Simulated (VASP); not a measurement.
# Ta (Im-3m) in VASP: further runs

Runs on Ta. Level: PBE. Tasks: single point.

All numbers are computed with VASP 6.6.1; they aren't measurements. Logs are shortened: lines on timing, memory, paths and dates and some standing lists are left out, and cuts for length are marked.

### Step 1. The cell of the first run

It takes space group Im-3m (No. 229, cubic). Conventional cell: a = 3.303 Å, b = 3.303 Å, c = 3.303 Å, α = 90.00°, β = 90.00°, γ = 90.00°. Within 3.8 Å of Ta (site symmetry m-3m) lie 14 Ta at 2.86 to 3.30 Å.

### Step 2. Single point, PBE

Contents of INCAR:

```
SYSTEM = Ta
ALGO = Normal
EDIFF = 1E-6
ENCUT = 500
GGA = PE
GGA_COMPAT = .False.
ISIF = 2
ISMEAR = 1
LASPH = .True.
LCHARG = .True.
LELF = .True.
LREAL = .False.
LVHAR = .True.
LWAVE = .False.
NBANDS = 12
NELM = 120
PREC = Accurate
SIGMA = 0.3
```

Contents of KPOINTS:

```
k-points
0
Gamma
  14 14 14
  0 0 0
```

Contents of POSCAR:

```
Ta
1.0
   -1.6512800000      1.6512800000      1.6512800000
    1.6512800000     -1.6512800000      1.6512800000
    1.6512800000      1.6512800000     -1.6512800000
Ta
1
Direct
    0.0000000000      0.0000000000      0.0000000000
```

Potentials or basis: VASP PAW PBE potentials, release 64 (Ta_pv).

Command:

```
$ cat potpaw_PBE.64/Ta_pv/POTCAR > POTCAR
$ mpirun -np 1 vasp_std > vasp.out
```

OUTCAR:

```text
SYSTEM = Ta
   EDIFF = 1E-6
   ENCUT = 500
   GGA = PE
   ISIF = 2
   ISMEAR = 1
   LASPH = .True.
   LREAL = .False.
   NELM = 120
   PREC = Accurate

 ion  position               nearest neighbor table
   1  0.000  0.000  0.000-

  LATTYP: Found a body centered cubic cell.
 ALAT       =     3.3025600000

  Lattice vectors:

 A1 = (  -1.6512800000,   1.6512800000,   1.6512800000)
 A2 = (   1.6512800000,  -1.6512800000,   1.6512800000)
 A3 = (   1.6512800000,   1.6512800000,  -1.6512800000)

Analysis of symmetry for initial positions (statically):
=====================================================================
 Subroutine PRICEL returns:
 Original cell was already a primitive cell.

 Routine SETGRP: Setting up the symmetry group for a
 body centered cubic supercell.

 Subroutine GETGRP returns: Found 48 space group operations
 (whereof 48 operations were pure point group operations)
 out of a pool of 48 trial point group operations.

The static configuration has the point symmetry O_h .

Analysis of symmetry for dynamics (positions and initial velocities):
=====================================================================
 Subroutine PRICEL returns:
 Original cell was already a primitive cell.

 Routine SETGRP: Setting up the symmetry group for a
 body centered cubic supercell.

 Subroutine GETGRP returns: Found 48 space group operations
 (whereof 48 operations were pure point group operations)
 out of a pool of 48 trial point group operations.

The dynamic configuration has the point symmetry O_h .

 Subroutine INISYM returns: Found 48 space group operations
 (whereof 48 operations are pure point group operations),
 and found     1 'primitive' translations

----------------------------------------------------------------------------------------

                                     Primitive cell

  volume of cell :      18.0104

  direct lattice vectors                    reciprocal lattice vectors
    -1.651280000  1.651280000  1.651280000     0.000000000  0.302795407  0.302795407
     1.651280000 -1.651280000  1.651280000     0.302795407  0.000000000  0.302795407
     1.651280000  1.651280000 -1.651280000     0.302795407  0.302795407  0.000000000

  length of vectors
     2.860100858  2.860100858  2.860100858     0.428217371  0.428217371  0.428217371

  position of ions in fractional coordinates (direct lattice)
     0.000000000  0.000000000  0.000000000

  ion indices of the primitive-cell ions
   primitive index   ion index
                 1           1

----------------------------------------------------------------------------------------

 KPOINTS: k-points

Automatic generation of k-mesh.
 Grid dimensions read from file:
 generate k-points for:   14   14   14

 Generating k-lattice:

  Cartesian coordinates                     Fractional coordinates (reciprocal lattice)
     0.000000000  0.021628243  0.021628243     0.071428571  0.000000000  0.000000000
     0.021628243  0.000000000  0.021628243     0.000000000  0.071428571  0.000000000
     0.021628243  0.021628243  0.000000000     0.000000000  0.000000000  0.071428571

  Length of vectors
     0.030586955  0.030586955  0.030586955

  Shift w.r.t. Gamma in fractional coordinates (k-lattice)
     0.000000000  0.000000000  0.000000000

 Subroutine IBZKPT returns following result:
 ===========================================

 Found    104 irreducible k-points:

 Following reciprocal coordinates:
            Coordinates               Weight
  0.000000  0.000000  0.000000      1.000000
  0.071429  0.000000  0.000000     12.000000
  0.142857  0.000000  0.000000     12.000000
  0.214286  0.000000  0.000000     12.000000
  0.285714  0.000000  0.000000     12.000000
  0.357143  0.000000  0.000000     12.000000
[... 16 lines left out ...]
  0.285714  0.285714  0.000000     24.000000
  0.357143  0.285714  0.000000     24.000000
 [... further k-points ...]
   k-points           NKPTS =    104   k-points in BZ     NKDIM =    104   number of bands    NBANDS=     12
   number of dos      NEDOS =    301   number of ions     NIONS =      1
   total plane-waves  NPLWV =  13824
   dimension x,y,z NGX =    24 NGY =   24 NGZ =   24
   dimension x,y,z NGXF=    48 NGYF=   48 NGZF=   48
   ions per type =               1
   NGX,Y,Z   is equivalent  to a cutoff of  13.95, 13.95, 13.95 a.u.
   NGXF,Y,Z  is equivalent  to a cutoff of  27.90, 27.90, 27.90 a.u.
 SYSTEM =  Ta
   PREC   = accura    normal or accurate (medium, high low for compatibility)
   ISTART =      0    job   : 0-new  1-cont  2-samecut
   ICHARG =      2    charge: 1-file 2-atom 10-const
   ISPIN  =      1    spin polarized calculation?
   LNONCOLLINEAR =      F non collinear calculations
   LSORBIT =      F    spin-orbit coupling
   LASPH  =      T    aspherical Exc in radial PAW
   ENCUT  =  500.0 eV  36.75 Ry    6.06 a.u.   5.21  5.21  5.21*2*pi/ulx,y,z
   NELM   =    120;   NELMIN=  2; NELMDL= -5     # of ELM steps
   EDIFF  = 0.1E-05   stopping-criterion for ELM
   LREAL  =      F    real-space projection
   EDIFFG = 0.1E-04   stopping-criterion for IOM
   NSW    =      0    number of steps for IOM
   IBRION =     -1    ionic relax: 0-MD 1-quasi-New 2-CG
   NFREE  =      0    steps in history (QN), initial steepest desc. (CG)
   ISIF   =      2    stress and relaxation
   ISYM   =      2    0-nonsym 1-usesym 2-fastsym
   POTIM  = 0.5000    time-step for ionic-motion
   TEBEG  =    0.0;   TEEND  =   0.0 temperature during run
   PSTRESS=    0.0 pullay stress
   NELECT =      11.0000    total number of electrons
   NUPDOWN=      -1.0000    fix difference up-down
   EMIN   =  10.00;   EMAX   =-10.00  energy-range for DOS
   EFERMI =   0.00;   METHOD = LEGACY
   ISMEAR =     1;   SIGMA  =   0.30  broadening in eV -4-tet -1-fermi 0-gaus
   EFERMI_NEDOS =   21; number of points for ismear=-14 and -15
   IALGO  =     38    algorithm
   IMIX   =      4    mixing-type and parameters
     AMIX     =   0.40;   BMIX     =  1.00
     AMIX_MAG =   1.60;   BMIX_MAG =  1.00
  volume/ion in A,a.u.               =      18.01       121.54
  Fermi-wavevector in a.u.,A,eV,Ry     =   1.388988  2.624806 26.249534  1.929286
  Thomas-Fermi vector in A             =   2.513061
   LORBIT       =      0    0 simple, 1 ext, 2 COOP (PROOUT), +10 PAW based schemes
   GGA     = PE    functional components
   LHFCALC =     F    Hartree Fock is set to
   AEXX    =    0.0000 exact exchange contribution
   IVDW    =     0    specifies the selected vdW correction
   LEPSILON=     F    determine dielectric tensor
   LRPA    =     F    only Hartree local field effects (RPA)
 non-spin polarized calculation
 Methfessel and Paxton  Order N= 1 SIGMA  =   0.30
  energy-cutoff  :      500.00
  volume of cell :       18.01
 maximum number of plane-waves:       472
 NGX is ok and might be reduce to    24
   NGX = 11   NGY = 11   NGZ = 11

 number of electron      11.0000002 magnetization

 Free energy of the ion-electron system (eV)
  ---------------------------------------------------
  ext. energy  EPLUGINS =         0.00000000
  ---------------------------------------------------
  free energy    TOTEN  =       -11.81318828 eV

  energy without entropy =      -11.81947786  energy(sigma->0) =      -11.81528481

 E-fermi :   5.4839     XC(G=0): -12.6186

 val. band max:        5.4470827320   @ k =  -0.3571   0.4286   0.1429
 cond. band min:       5.5029647438   @ k =   0.0714   0.0714   0.0714
 fundamental gap:      0.0558820118
 Fermi energy:         5.4839235699

 k-point     1 :       0.0000    0.0000    0.0000
  band No.  band energies     occupation
      1     -27.5856      2.00000
      2     -27.5856      2.00000
      3     -27.5856      2.00000
      4      -2.4299      2.00000
      5       6.2211     -0.00280
      6       6.2211     -0.00280
      7       6.2211     -0.00280
      8       9.4947     -0.00000
      9       9.4947     -0.00000
     10      20.1832      0.00000
     11      20.4980      0.00000
     12      20.4980      0.00000

 k-point     2 :       0.0714    0.0000    0.0000
  band No.  band energies     occupation
      1     -27.6488      2.00000
      2     -27.6050      2.00000
      3     -27.5860      2.00000
      4      -2.2022      2.00000
      5       6.0735     -0.01787
      6       6.1761     -0.00525
      7       6.4445     -0.00006
      8       9.2610     -0.00000
      9       9.4954     -0.00000
     10      20.1833      0.00000
     11      20.7012      0.00000
     12      20.8972      0.00000

 k-point     3 :       0.1429    0.0000    0.0000
  band No.  band energies     occupation
      1     -27.8228      2.00000
      2     -27.6591      2.00000
      3     -27.5869      2.00000
      4      -1.5590      2.00000
      5       5.6873      0.09608
      6       5.9670     -0.04519
      7       7.1031     -0.00000
      8       8.8833     -0.00000
      9       9.5173     -0.00000
     10      20.1827      0.00000
     11      21.1283      0.00000
     12      22.0320      0.00000
[... 286 lines left out ...]
 k-point    23 :       0.2857    0.2857    0.0000
  band No.  band energies     occupation
      1     -28.5315      2.00000
      2     -28.2200      2.00000
      3     -27.7264      2.00000
      4       2.7899      2.00000
      5       4.0866      2.00000
      6       4.9158      2.02219
      7       9.4824     -0.00000
      8      10.2640     -0.00000
      9      15.2024      0.00000
     10      15.4647      0.00000
     11      19.3351      0.00000
     12      20.1882      0.00000

 k-point    24 :       0.3571    0.2857    0.0000
  band No.  band energies     occupation
      1     -28.4867      2.00000
      2     -28.3074      2.00000
      3     -27.7327      2.00000
      4       2.9315      2.00000
      5       4.2310      2.00000
      6       4.7820      2.00460
      7       9.7139     -0.00000
      8      10.2878     -0.00000
      9      14.4354      0.00000
     10      16.5787      0.00000
     11      18.3695      0.00000
     12      20.1880      0.00000

 [... further k-points ...]
[... 5 lines left out ...]
  --------------------------------------------------------------------------------------
  -------------------------------------------------------------------------------------
  Total        0.3393375      0.3393375      0.3393375     -0.0000000     -0.0000000     -0.0000000
  in kB       30.1870203     30.1870203     30.1870203     -0.0000000     -0.0000000     -0.0000000
  external PRESSURE =      30.1870203 kB  Pullay stress =       0.0000000 kB

 VOLUME and BASIS-vectors are now :
 -----------------------------------------------------------------------------
  energy-cutoff  :      500.00
  volume of cell :       18.01
      direct lattice vectors                 reciprocal lattice vectors
    -1.651280000  1.651280000  1.651280000     0.000000000  0.302795407  0.302795407
     1.651280000 -1.651280000  1.651280000     0.302795407  0.000000000  0.302795407
     1.651280000  1.651280000 -1.651280000     0.302795407  0.302795407  0.000000000

 POSITION                                       TOTAL-FORCE (eV/Angst)
 -----------------------------------------------------------------------------------
      0.00000      0.00000      0.00000         0.000000      0.000000     -0.000000
 -----------------------------------------------------------------------------------
    total drift:                                0.000000      0.000000     -0.000000

  FREE ENERGIE OF THE ION-ELECTRON SYSTEM (eV)
  ---------------------------------------------------
  free  energy   TOTEN  =       -11.8131882814 eV

  energy  without entropy=      -11.8194778573  energy(sigma->0) =      -11.81528481
```

It took 12 s on 1 thread of Intel Xeon 8259CL, shared host; peak memory 0.15 GiB.

What came out:

| Property | Result |
| --- | --- |
| Free energy | -11.8132 eV |
| Pressure | 3.0 GPa |
| Band gap on the k mesh | zero (an odd number of electrons rules out a gap without spin polarisation) |

Levels at points of the mesh, in eV from the Fermi level:
```tsv
k point	band 1	band 2	band 3	band 4	band 5	band 6	band 7	band 8	band 9	band 10
(0.00, 0.00, 0.00)	-33.07	-33.07	-33.07	-7.91	0.74	0.74	0.74	4.01	4.01	14.70
(0.50, 0.00, 0.00)	-34.24	-33.45	-33.08	-4.37	-1.54	1.59	3.89	4.92	7.80	11.73
(0.50, 0.50, 0.50)	-33.89	-33.89	-33.89	-3.80	-3.80	6.84	6.84	6.84	8.66	8.66
```

Caveat: the cell stands under pressure; spin-orbit coupling is left out, which moves the levels of the heavy elements.

### Step 3. Single point, PBE

Contents of INCAR:

```
SYSTEM = Ta
ALGO = Normal
EDIFF = 1E-6
ENCUT = 500
GGA = PE
GGA_COMPAT = .False.
ISIF = 2
ISMEAR = 1
LASPH = .True.
LCHARG = .False.
LREAL = .False.
LWAVE = .False.
NBANDS = 12
NELM = 120
PREC = Accurate
SIGMA = 0.2
```

KPOINTS is that of step 2.

POSCAR is that of step 2.

Potentials or basis: VASP PAW PBE potentials, release 64 (Ta_pv).

Command:

```
$ cat potpaw_PBE.64/Ta_pv/POTCAR > POTCAR
$ mpirun -np 1 vasp_std > vasp.out
```

It took 11 s on 1 thread of Intel Xeon 8259CL, shared host; peak memory 0.15 GiB.

The run converged. Its results:

```
Free energy            : -11.8154 eV
Pressure               : 3.1 GPa
Band gap on the k mesh : zero (an odd number of electrons rules out a gap without spin polarisation)
```

Levels at points of the mesh, in eV from the Fermi level:
```csv
k point,band 2,band 3,band 4,band 5,band 6,band 7,band 8,band 9
"(0.00, 0.00, 0.00)",-33.06,-33.06,-7.91,0.74,0.74,0.74,4.02,4.02
"(0.50, 0.00, 0.00)",-33.44,-33.07,-4.37,-1.53,1.60,3.90,4.92,7.81
"(0.50, 0.50, 0.50)",-33.88,-33.88,-3.79,-3.79,6.84,6.84,6.84,8.67
```

Caveat: the cell stands under pressure; spin-orbit coupling is left out, which moves the levels of the heavy elements.

### Step 4. Single point, PBE

Contents of INCAR:

```
SYSTEM = Ta
  ALGO = Normal
  EDIFF = 1E-6
  ENCUT = 500
  GGA = PE
  GGA_COMPAT = .FALSE.
  ISIF = 2
  ISMEAR = 1
  LASPH = .TRUE.
  LCHARG = .FALSE.
  LREAL = .FALSE.
  LWAVE = .FALSE.
  NBANDS = 12
  NELM = 120
  PREC = Accurate
  SIGMA = 0.1
```

Contents of KPOINTS:

```
k-points
0
G
  14 14 14
  0 0 0
```

POSCAR is that of step 3.

Command:

```
$ cat potpaw_PBE.64/Ta_pv/POTCAR > POTCAR
$ mpirun -np 1 vasp_std > vasp.out
```

It took 11 s on 1 thread of Intel Xeon 8259CL, shared host; peak memory 0.15 GiB.

Results (log left out):

* Free energy: -11.8165 eV
* Pressure: 3.2 GPa
* Band gap on the k mesh: zero (an odd number of electrons rules out a gap without spin polarisation)

Levels at points of the mesh, in eV from the Fermi level:
```
           k point  band 1  band 2  band 3  band 4  band 5  band 6  band 7  band 8  band 9  band 10
(0.00, 0.00, 0.00)  -33.05  -33.05  -33.05   -7.89    0.75    0.75    0.75    4.03    4.03    14.71
(0.50, 0.00, 0.00)  -34.23  -33.43  -33.06   -4.36   -1.52    1.61    3.91    4.94    7.82    11.75
(0.50, 0.50, 0.50)  -33.87  -33.87  -33.87   -3.78   -3.78    6.86    6.86    6.86    8.68     8.68
```

Caveat: the cell stands under pressure; spin-orbit coupling is left out, which moves the levels of the heavy elements.

### Step 5. Single point, PBE

Contents of INCAR:

```
SYSTEM = Ta
PREC = Accurate
ENCUT = 500
EDIFF = 1E-6
ISMEAR = 1
SIGMA = 0.05
LREAL = .False.
LASPH = .True.
NELM = 120
ALGO = Normal
ISIF = 2
LWAVE = .False.
LCHARG = .False.
GGA = PE
NBANDS = 12
GGA_COMPAT = .False.
```

Contents of KPOINTS:

```
Automatic mesh
0
Gamma
  14 14 14
  0 0 0
```

POSCAR is that of step 4.

Command:

```
$ cat potpaw_PBE.64/Ta_pv/POTCAR > POTCAR
$ mpirun -np 1 vasp_std > vasp.out
```

Wall time 11 s (1 thread of Intel Xeon 8259CL, shared host); peak memory 0.15 GiB.

The run converged. Its results:

* Free energy: -11.8165 eV
* Pressure: 3.2 GPa
* Band gap on the k mesh: zero (an odd number of electrons rules out a gap without spin polarisation)

Levels at points of the mesh, in eV from the Fermi level:
| k point | band 1 | band 2 | band 3 | band 4 | band 5 | band 6 | band 7 | band 8 | band 9 | band 10 |
| --- | --- | --- | --- | --- | --- | --- | --- | --- | --- | --- |
| (0.00, 0.00, 0.00) | -33.04 | -33.04 | -33.04 | -7.89 | 0.76 | 0.76 | 0.76 | 4.04 | 4.04 | 14.72 |
| (0.50, 0.00, 0.00) | -34.22 | -33.42 | -33.05 | -4.35 | -1.51 | 1.62 | 3.92 | 4.94 | 7.83 | 11.76 |
| (0.50, 0.50, 0.50) | -33.86 | -33.86 | -33.86 | -3.77 | -3.77 | 6.86 | 6.86 | 6.86 | 8.69 | 8.69 |

Caveat: the cell stands under pressure; spin-orbit coupling is left out, which moves the levels of the heavy elements.

### Step 6. Summary

| smearing | gap on the mesh (eV) | pressure (GPa) |
| --- | --- | --- |
| methfessel-paxton 0.3 eV | none | 3.0 |
| methfessel-paxton 0.2 eV | none | 3.1 |
| methfessel-paxton 0.1 eV | none | 3.2 |
| methfessel-paxton 0.05 eV | none | 3.2 |

Alike in all rows: task single point; level PBE; potentials or basis VASP PAW PBE potentials, release 64 (Ta_pv); no spin polarisation; cell as given; k mesh 14 × 14 × 14; cutoff (eV) 500.

Caveats: the cell stands under pressure; spin-orbit coupling is left out, which moves the levels of the heavy elements.

Absolute energies hang on the potentials; compare differences alone.

The gap in the log of VASP goes by the Fermi energy; the results here count the filled bands.